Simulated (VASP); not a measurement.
Input of a VASP 6.6.1 run:

INCAR

```
SYSTEM = GaN
PREC = Accurate
ENCUT = 520
EDIFF = 1E-6
ISMEAR = -1
SIGMA = 0.05
LREAL = .FALSE.
LASPH = .TRUE.
NELM = 100
ALGO = Normal
ISIF = 2
LWAVE = .FALSE.
LCHARG = .FALSE.
GGA = PS
NBANDS = 16
```

The input KPOINTS:

```
Automatic mesh
0
G
  10 10 10
  0 0 0
```

The input POSCAR:

```
GaN
1.0
    0.0000000000      2.2491150650      2.2491150650
    2.2491150650      0.0000000000      2.2491150650
    2.2491150650      2.2491150650      0.0000000000
Ga N
1 1
Direct
    0.0000000000      0.0000000000      0.0000000000
    0.2500000000      0.2500000000      0.2500000000
```

Potentials or basis: VASP PAW PBE potentials, release 64 (Ga_d, N).

Command:

```bash
$ cat potpaw_PBE.64/Ga_d/POTCAR potpaw_PBE.64/N/POTCAR > POTCAR
$ mpirun -np 1 vasp_std > vasp.out
```

Task: Estimate the band gap on the k mesh.

Result: 1.72 eV, direct.

Task: Predict the pressure.

Result: -0.2 GPa.

Caveat: the PAW data sets were made with another functional, which shifts forces and pressure a little. Expect the measured gap to be larger: semilocal functionals such as PBEsol lack the derivative discontinuity.
